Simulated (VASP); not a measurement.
A run of VASP 6.6.1:

File INCAR:

```
SYSTEM = ErBe
ALGO = Normal
EDIFF = 1E-6
ENCUT = 600
GGA = PE
GGA_COMPAT = .FALSE.
ISIF = 2
ISMEAR = 0
LASPH = .TRUE.
LCHARG = .FALSE.
LMAXMIX = 6
LREAL = .FALSE.
LWAVE = .FALSE.
NBANDS = 12
NELM = 200
PREC = Accurate
SIGMA = 0.1
```

The input KPOINTS:

```
k-points
0
G
  14 14 14
  0 0 0
```

Contents of POSCAR:

```
ErBe
1.0
    3.4349430481      0.0000000000      0.0000000000
    0.0000000000      3.4349430481      0.0000000000
    0.0000000000      0.0000000000      3.4349430481
Er Be
1 1
Direct
    0.5000000000      0.5000000000      0.5000000000
    0.0000000000      0.0000000000      0.0000000000
```

Potentials or basis: VASP PAW PBE potentials, release 64 (Er_3, Be), 4f in core.

Command:

```sh
$ cat potpaw_PBE.64/Er_3/POTCAR potpaw_PBE.64/Be/POTCAR > POTCAR
$ mpirun -np 1 vasp_std > vasp.out
```

Hardware: 1 thread of Intel(R) Xeon(R) 6975P-C (Granite Rapids), on a shared host.

Question: How long does it take, and how much memory?

Answer: It took 29 s on 1 thread of Intel(R) Xeon(R) 6975P-C (Granite Rapids), on a shared host, peak memory 0.21 GiB. Counts: scf iterations 11, k points 120.
